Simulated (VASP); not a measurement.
# Au (P6_3/mmc) in VASP: notebook, part 2 of 2

VASP 6.6.1.

### Step 4. Electric field gradients, LDA

INCAR reads:

```
SYSTEM = Au
PREC = Accurate ; ENCUT = 400
EDIFF = 1E-8 ; ISMEAR = -1
SIGMA = 0.05 ; LREAL = .False.
LASPH = .True. ; NELM = 120
ALGO = Normal ; ISIF = 2
LWAVE = .False. ; LCHARG = .False.
LEFG = .True. ; NBANDS = 26
GGA_COMPAT = .False.
```

KPOINTS reads:

```
regular mesh
0
Gamma
  18 18 10
  0 0 0
```

POSCAR reads:

```
Au
1.0
    2.9000000000      0.0000000000      0.0000000000
   -1.4500000000      2.5114736710      0.0000000000
    0.0000000000      0.0000000000      4.8800000000
Au
2
Direct
    0.3333333333      0.6666666667      0.7500000000
    0.6666666667      0.3333333333      0.2500000000
```

Potentials or basis: VASP PAW LDA potentials, release 64 (Au_sv_GW).

Launch:

```
$ cat potpaw_LDA.64/Au_sv_GW/POTCAR > POTCAR
$ mpirun -np 1 vasp_std > vasp.out
```

OUTCAR:

```text
SYSTEM = Au
   PREC = Accurate
   ENCUT = 400
   EDIFF = 1E-8
   ISMEAR = -1
   LREAL = .False.
   LASPH = .True.
   NELM = 120
   ISIF = 2

 ion  position               nearest neighbor table
   1  0.333  0.667  0.750-   2 2.96   2 2.96   2 2.96   2 2.96   2 2.96   2 2.96
   2  0.667  0.333  0.250-   1 2.96   1 2.96   1 2.96   1 2.96   1 2.96   1 2.96

  LATTYP: Found a hexagonal cell.
 ALAT       =     2.9000000000
 C/A-ratio  =     1.6827586207

  Lattice vectors:

 A1 = (   2.9000000000,   0.0000000000,   0.0000000000)
 A2 = (  -1.4500000000,   2.5114736710,   0.0000000000)
 A3 = (   0.0000000000,   0.0000000000,   4.8800000000)

Analysis of symmetry for initial positions (statically):
=====================================================================
 Subroutine PRICEL returns:
 Original cell was already a primitive cell.

 Routine SETGRP: Setting up the symmetry group for a
 hexagonal supercell.

 Subroutine GETGRP returns: Found 24 space group operations
 (whereof 12 operations were pure point group operations)
 out of a pool of 24 trial point group operations.

The static configuration has the point symmetry D_3d.
 The point group associated with its full space group is D_6h.

Analysis of symmetry for dynamics (positions and initial velocities):
=====================================================================
 Subroutine PRICEL returns:
 Original cell was already a primitive cell.

 Routine SETGRP: Setting up the symmetry group for a
 hexagonal supercell.

 Subroutine GETGRP returns: Found 24 space group operations
 (whereof 12 operations were pure point group operations)
 out of a pool of 24 trial point group operations.

The dynamic configuration has the point symmetry D_3d.
 The point group associated with its full space group is D_6h.

 Subroutine INISYM returns: Found 24 space group operations
 (whereof 12 operations are pure point group operations),
 and found     1 'primitive' translations

----------------------------------------------------------------------------------------

                                     Primitive cell

  volume of cell :      35.5424

  direct lattice vectors                    reciprocal lattice vectors
     2.900000000  0.000000000  0.000000000     0.344827586  0.199086300  0.000000000
    -1.450000000  2.511473671  0.000000000     0.000000000  0.398172599  0.000000000
     0.000000000  0.000000000  4.880000000     0.000000000  0.000000000  0.204918033

  length of vectors
     2.900000000  2.900000000  4.880000000     0.398172599  0.398172599  0.204918033

  position of ions in fractional coordinates (direct lattice)
     0.333333333  0.666666667  0.750000000
     0.666666667  0.333333333  0.250000000

  ion indices of the primitive-cell ions
   primitive index   ion index
                 1           1
                 2           2

----------------------------------------------------------------------------------------

 KPOINTS: regular mesh

Automatic generation of k-mesh.
 Grid dimensions read from file:
 generate k-points for:   18   18   10
[... 71 lines left out ...]
   ISYM   =      2    0-nonsym 1-usesym 2-fastsym
   POTIM  = 0.5000    time-step for ionic-motion
   TEBEG  =    0.0;   TEEND  =   0.0 temperature during run
   PSTRESS=    0.0 pullay stress
   NELECT =      38.0000    total number of electrons
   NUPDOWN=      -1.0000    fix difference up-down
   EMIN   =  10.00;   EMAX   =-10.00  energy-range for DOS
   EFERMI =   0.00;   METHOD = LEGACY
   ISMEAR =    -1;   SIGMA  =   0.05  broadening in eV -4-tet -1-fermi 0-gaus
   EFERMI_NEDOS =   21; number of points for ismear=-14 and -15
   IALGO  =     38    algorithm
   IMIX   =      4    mixing-type and parameters
     AMIX     =   0.40;   BMIX     =  1.00
     AMIX_MAG =   1.60;   BMIX_MAG =  1.00
  volume/ion in A,a.u.               =      17.77       119.93
  Fermi-wavevector in a.u.,A,eV,Ry     =   1.673994  3.163390 38.127003  2.802256
  Thomas-Fermi vector in A             =   2.758867
   LORBIT       =      0    0 simple, 1 ext, 2 COOP (PROOUT), +10 PAW based schemes
   GGA     = CA    functional components
   LHFCALC =     F    Hartree Fock is set to
   AEXX    =    0.0000 exact exchange contribution
   IVDW    =     0    specifies the selected vdW correction
   LEPSILON=     F    determine dielectric tensor
   LRPA    =     F    only Hartree local field effects (RPA)
 non-spin polarized calculation
  energy-cutoff  :      400.00
  volume of cell :       35.54
 maximum number of plane-waves:       658
 NGX is ok and might be reduce to    20
   NGX =  9   NGY =  9   NGZ = 15

 number of electron      38.0000020 magnetization

 Free energy of the ion-electron system (eV)
  ---------------------------------------------------
  ext. energy  EPLUGINS =         0.00000000
  ---------------------------------------------------
  free energy    TOTEN  =        -7.43297697 eV

  energy without entropy =       -7.42557052  energy(sigma->0) =       -7.42927374

 E-fermi :   7.8090     XC(G=0): -13.3888

 val. band max:        7.8070076872   @ k =   0.2222   0.1111   0.3000
 cond. band min:       7.8190677575   @ k =   0.4444   0.0556   0.3000
 fundamental gap:      0.0120600702
 Fermi energy:         7.8090483791

 k-point     1 :       0.0000    0.0000    0.0000
  band No.  band energies     occupation
      1     -97.1917      2.00000
      2     -97.1833      2.00000
      3     -48.8888      2.00000
      4     -48.7471      2.00000
      5     -48.7471      2.00000
      6     -48.7237      2.00000
[... 685 lines left out ...]
     25      19.7894      0.00000
     26      22.3827      0.00000

 [... further k-points ...]

------------------------ aborting loop because EDIFF is reached ----------------------------------------

  FORCE on cell =-STRESS in cart. coord.  units (eV):
  Direction    XX          YY          ZZ          XY          YZ          ZX
  --------------------------------------------------------------------------------------
  -------------------------------------------------------------------------------------
  Total       -3.1470589     -3.1470589     -3.0925415     -0.0000000      0.0000000     -0.0000000
  in kB     -141.8629543   -141.8629543   -139.4054248     -0.0000000      0.0000000     -0.0000000
  external PRESSURE =    -141.0437778 kB  Pullay stress =       0.0000000 kB

 VOLUME and BASIS-vectors are now :
 -----------------------------------------------------------------------------
  energy-cutoff  :      400.00
  volume of cell :       35.54
      direct lattice vectors                 reciprocal lattice vectors
     2.900000000  0.000000000  0.000000000     0.344827586  0.199086300  0.000000000
    -1.450000000  2.511473671  0.000000000     0.000000000  0.398172599  0.000000000
     0.000000000  0.000000000  4.880000000     0.000000000  0.000000000  0.204918033

 POSITION                                       TOTAL-FORCE (eV/Angst)
 -----------------------------------------------------------------------------------
     -0.00000      1.67432      3.66000         0.000000     -0.000000      0.000000
      1.45000      0.83716      1.22000        -0.000000      0.000000      0.000000
 -----------------------------------------------------------------------------------
    total drift:                                0.000000     -0.000000      0.000000

  FREE ENERGIE OF THE ION-ELECTRON SYSTEM (eV)
  ---------------------------------------------------
  free  energy   TOTEN  =        -7.4329769670 eV

  energy  without entropy=       -7.4255705175  energy(sigma->0) =       -7.42927374

 Electric field gradients (V/A^2)
---------------------------------------------------------------------
 ion       V_xx      V_yy      V_zz      V_xy      V_xz      V_yz
---------------------------------------------------------------------
   1      -8.106    -8.104    16.210     0.002     0.000    -0.000
   2      -8.106    -8.104    16.210     0.002    -0.000     0.000
---------------------------------------------------------------------

 Electric field gradients after diagonalization (V/A^2)
 (convention: |V_zz| > |V_xx| > |V_yy|)
----------------------------------------------------------------------
 ion       V_xx      V_yy      V_zz     asymmetry (V_yy - V_xx)/ V_zz
----------------------------------------------------------------------
   1      -8.108    -8.102    16.210       0.000
   2      -8.108    -8.102    16.210       0.000
----------------------------------------------------------------------

           NMR quadrupolar parameters

 Cq : quadrupolar parameter    Cq=e*Q*V_zz/h
 eta: asymmetry parameters     (V_yy - V_xx)/ V_zz
 Q  : nuclear electric quadrupole moment in mb (millibarn)
----------------------------------------------------------------------
 ion       Cq(MHz)       eta       Q (mb)
----------------------------------------------------------------------
   1       0.039       0.000       1.000
   2       0.039       0.000       1.000
----------------------------------------------------------------------
```

stdout:

```text
POSCAR found type information on POSCAR Au
 POSCAR found :  1 types and       2 ions
 scaLAPACK will be used
 LDA part: xc-table for (Slater(with rela. corr.)+CA(PZ))
 , standard interpolation
 POSCAR, INCAR and KPOINTS ok, starting setup
 FFT: planning ... GRIDC
 FFT: planning ... GRID_SOFT
 FFT: planning ... GRID
 WAVECAR not read
 entering main loop
ion   1

ion   2
```

Run time: 1.8 min. Hardware: 1 thread of Intel Xeon Platinum 8259CL at 2.50GHz (Skylake/Cascade Lake), shared host; peak memory 0.22 GiB.

Results:

```yaml
Free_energy: -7.4330 eV
Pressure: -14.1 GPa
Band_gap_on_the_k_mesh: zero (bands 19 and 20 overlap by 6.65 eV)
Largest_electric_field_gradient_by_atom: Au +16.2 V/Å²
```

Electric field gradients, principal values (V/Å²):
| atom | least | middle | greatest (by size) |
| --- | --- | --- | --- |
| 1 Au | -8.102 | -8.108 | 16.210 |
| 2 Au | -8.102 | -8.108 | 16.210 |

Caveat: the cell stands under tension; without QUAD_EFG the Cq values of the log hold for a quadrupole moment of 1 mb, not for the nuclei; spin-orbit coupling is left out, which moves the levels of the heavy elements.

### Step 5. The runs side by side

| level | potentials or basis | k mesh | smearing | gap on the mesh (eV) | pressure (GPa) |
| --- | --- | --- | --- | --- | --- |
| PBEsol | VASP PAW PBE potentials, release 64 (Au_sv_GW) | 18 × 18 × 10 | fermi-dirac 0.05 eV | none | -10.3 |
| PBE | VASP PAW PBE potentials, release 64 (Au_sv_GW) | 17 × 17 × 9 | fermi-dirac 0.02 eV | none | -2.3 |
| LDA | VASP PAW LDA potentials, release 64 (Au_sv_GW) | 18 × 18 × 10 | fermi-dirac 0.05 eV | none | -14.1 |

Alike in all rows: task electric field gradients; no spin polarisation; cell as given; cutoff (eV) 400.

Caveats: spin-orbit coupling is left out, which moves the levels of the heavy elements; the cell stands under tension (at least some runs); the PAW data sets were made with another functional, which shifts forces and pressure a little (at least some runs).

Absolute energies hang on the potentials; compare differences alone.
